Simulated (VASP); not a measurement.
## Rh: single point with PBEsol

Crystal: Rh.

```xyz
4
Lattice="2.6756 0.0000 0.0000 -1.3378 2.3171 0.0000 0.0000 0.0000 8.9602" Properties=species:S:1:pos:R:3 pbc="T T T"
Rh    0.0000    0.0000    0.0000
Rh    0.0000    1.5447    2.2401
Rh    0.0000    0.0000    4.4801
Rh    1.3378    0.7724    6.7202
```

This isn't the form of Rh at room conditions, which is fcc.

```yaml
Program: VASP 6.6.1
Task: single point
Functional: PBEsol
Potentials_or_basis: VASP PAW PBE potentials, release 64 (Rh_pv)
Cutoff: 520 eV
k_mesh: 18 × 18 × 6
Occupations: gaussian, width 0.15 eV
Spin: no spin polarisation
Dipole_correction: no
Further_INCAR_settings: ALGO = Fast; EDIFF = 1e-06; NBANDS = 38
```

```yaml
Pressure: -7.1 GPa
Band_gap_on_the_k_mesh: zero (bands 30 and 31 overlap by 2.00 eV)
```

Stress tensor (GPa, compression positive):
```
 -4.10   0.00   0.00
  0.00  -4.10   0.00
  0.00   0.00 -12.99
```

Levels at points of the mesh, in eV from the Fermi level:
| k point | band 27 | band 28 | band 29 | band 30 | band 31 | band 32 | band 33 | band 34 |
| --- | --- | --- | --- | --- | --- | --- | --- | --- |
| (0.00, 0.00, 0.00) | -2.62 | -1.32 | -1.32 | -0.74 | -0.74 | -0.33 | -0.33 | 0.39 |
| (0.50, 0.00, 0.00) | 0.55 | 0.66 | 0.76 | 0.84 | 0.84 | 0.90 | 1.24 | 2.23 |
| (0.00, 0.00, 0.50) | -1.35 | -1.35 | -1.05 | -1.05 | -1.05 | -1.05 | 0.08 | 0.08 |
| (0.50, 0.00, 0.50) | -0.11 | -0.11 | 0.69 | 0.69 | 0.87 | 0.87 | 2.84 | 2.84 |

It took 7.1 min on 1 thread of Intel Xeon 8259CL (shared host), peak memory 0.33 GiB.

Caveat: the stress differs along the axes, from -13 to -4 GPa; the PAW data sets were made with another functional, which shifts forces and pressure a little.
